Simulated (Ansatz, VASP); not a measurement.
# One calculation of Ce, two programs

The input POSCAR:

```
Ce
1.0
    0.0000000000      2.3390384114      2.3390384114
    2.3390384114      0.0000000000      2.3390384114
    2.3390384114      2.3390384114      0.0000000000
Ce
1
Direct
    0.0000000000      0.0000000000      0.0000000000
```

Contents of INCAR.step1:

```
PREC = Accurate
ENCUT = 520
ISMEAR = -1
SIGMA = 0.6
LREAL = False
LASPH = True
NELM = 80
NBANDS = 12
GGA = PE
ALGO = Normal
EDIFF = 1E-4
LWAVE = True
LCHARG = False
```

Contents of INCAR.step2:

```
PREC = Accurate
ENCUT = 520
EDIFF = 1E-7
ISMEAR = -1
SIGMA = 0.6
LREAL = False
LASPH = True
NELM = 80
ALGO = Normal
ISIF = 2
LWAVE = False
LCHARG = True
METAGGA = R2SCAN
LMIXTAU = True
LELF = True
LVHAR = True
NBANDS = 12
ISTART = 1
```

Contents of KPOINTS:

```
regular mesh
0
Gamma
  12 12 12
```

Input for Ansatz:

```yaml
crystal:
  lattice:
    - [0.0, 2.3390384114, 2.3390384114]
    - [2.3390384114, 0.0, 2.3390384114]
    - [2.3390384114, 2.3390384114, 0.0]
  atoms:
    - { symbol: Ce, position: [0.0, 0.0, 0.0] }
hamiltonian:
  xc: r2scan
  pseudopotentials:
    kind: paw
    azcp:
      Ce: "pseudopotentials/Ce.paw.azcp"
basis:
  ecutwfc: 500
  fft_grid_basis: typed
kpoints:
  mp_grid: { grid: [12, 12, 12], shift: [0, 0, 0] }
magnetization:
  spin_polarized: false
scf:
  occupations: { method: fermi_dirac, width: 0.6 }
  lower_state_search: "off"
output:
  stress: true
  write_density: true
  write_potential: true
  elf: true
  volumetric_format: npy
```

Alike in both runs: task single point; functional r2SCAN; k mesh 12 × 12 × 12; occupations fermi-dirac, width 0.6 eV; no spin polarisation.

|  | VASP | Ansatz |
| --- | --- | --- |
| version | VASP 6.6.1 | Ansatz 0.2.0 |
| potentials or method | VASP PAW PBE potentials, release 64 (Ce), cutoff 520 eV | plane waves (500 eV) with PAW, scalar-relativistic |
| valence electrons in the cell | 12 | 12 |

```tsv
	VASP	Ansatz	Ansatz less VASP
pressure (GPa)	9.8	10.8	+0.95
```

VASP's potentials were made for PBE, not for r2SCAN.

Spin-orbit coupling is off throughout.
